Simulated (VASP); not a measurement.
Crystal: TmB3Au.

```
Tm B Au
1.0
    -2.38696    2.38696    5.78159
     2.38696   -2.38696    5.78159
     2.38696    2.38696   -5.78159
Tm B Au
2 6 2
Direct
  0.50000 0.50000 0.00000
  0.00000 0.00000 0.00000
  0.24715 0.24715 0.49429
  0.75285 0.75285 0.50571
  0.24715 0.75285 0.00000
  0.75285 0.24715 0.00000
  0.66431 0.66431 0.00000
  0.33569 0.33569 0.00000
  0.50000 0.00000 0.50000
  0.00000 0.50000 0.50000
```

The cell was generated, and may not be a known phase.

| Item | Value |
| --- | --- |
| Program | VASP 6.6.1 |
| Task | relaxation of cell and atoms |
| Functional | PBE |
| Potentials or basis | VASP PAW PBE potentials, release 64 (Tm_3, B, Au), 4f in core |
| Cutoff | 500 eV |
| k mesh | 5 × 5 × 5 |
| Occupations | gaussian, width 0.2 eV |
| Spin | no spin polarisation |

At the start: pressure 211.4 GPa; volume 13.18 Å³/atom.

Problem. Where does the relaxation end?

Solution. Over 28 steps the energy falls by 6044.2 meV/atom and the volume is 20.55 Å³/atom (+55.9 %); space group I4/mmm (No. 139, to 0.1 Å) before, P4/mmm (No. 123, to 0.1 Å).

The path:
```csv
step,energy change (eV),largest force (eV/Å),pressure (GPa),volume (Å³)
1,0.0000,6.0151,211.41,131.76
2,-4.0002,0.9311,-24.21,702.38
3,-53.8255,2.4771,-8.51,324.43
4,-55.5193,2.6699,-7.22,301.65
5,-56.7575,3.7890,12.67,217.26
6,-57.7903,3.1643,-1.66,257.12
7,-57.9371,3.2999,0.64,247.26
8,-57.9419,3.3416,1.40,244.43
9,-58.6821,1.1036,-0.22,252.05
10,-58.7589,0.4727,-0.66,255.56
11,-58.7599,0.4193,-0.70,255.93
12,-58.8478,0.5067,-0.66,252.61
13,-59.0162,0.7975,-0.45,242.69
14,-58.8804,2.5833,0.54,222.95
15,-59.0274,1.2472,-0.22,237.30
16,-59.0607,1.2795,-0.26,236.14
17,-59.1644,1.3754,-0.36,232.67
18,-59.3831,1.5575,-0.51,225.70
19,-59.7661,1.8367,-0.32,211.63
20,-58.7541,1.7952,4.01,182.96
21,-59.7050,1.9681,0.14,206.88
22,-59.6935,2.0034,0.92,199.18
23,-59.8553,1.5552,1.34,195.27
24,-59.8658,1.3766,1.57,193.75
25,-60.0630,1.1471,1.30,195.70
26,-60.4016,0.4290,0.81,201.46
27,-60.4341,0.1139,0.73,203.82
28,-60.4422,0.0579,0.07,205.48
```

Final structure:
```yaml
crystal:
  lattice:
    - [-3.20223, 3.20223, 5.00964]
    - [3.20223, -3.20223, 5.00964]
    - [3.20223, 3.20223, -5.00964]
  atoms:
    - { symbol: Tm, position: [0.50000, 0.50000, 0.00000] }
    - { symbol: Tm, position: [0.00000, 0.00000, 0.00000] }
    - { symbol: B, position: [0.24948, 0.24948, 0.49897] }
    - { symbol: B, position: [0.75052, 0.75052, 0.50103] }
    - { symbol: B, position: [0.24948, 0.75052, 0.00000] }
    - { symbol: B, position: [0.75052, 0.24948, 0.00000] }
    - { symbol: B, position: [0.75044, 0.75044, 0.00000] }
    - { symbol: B, position: [0.24956, 0.24956, 0.00000] }
    - { symbol: Au, position: [0.50000, 0.00000, 0.50000] }
    - { symbol: Au, position: [0.00000, 0.50000, 0.50000] }
```

Caveat: the volume moved by over 15 % at a fixed basis, so the end points are rough; the relaxation stopped at a loose force limit of 0.08 eV/Å, so its end isn't a converged minimum.
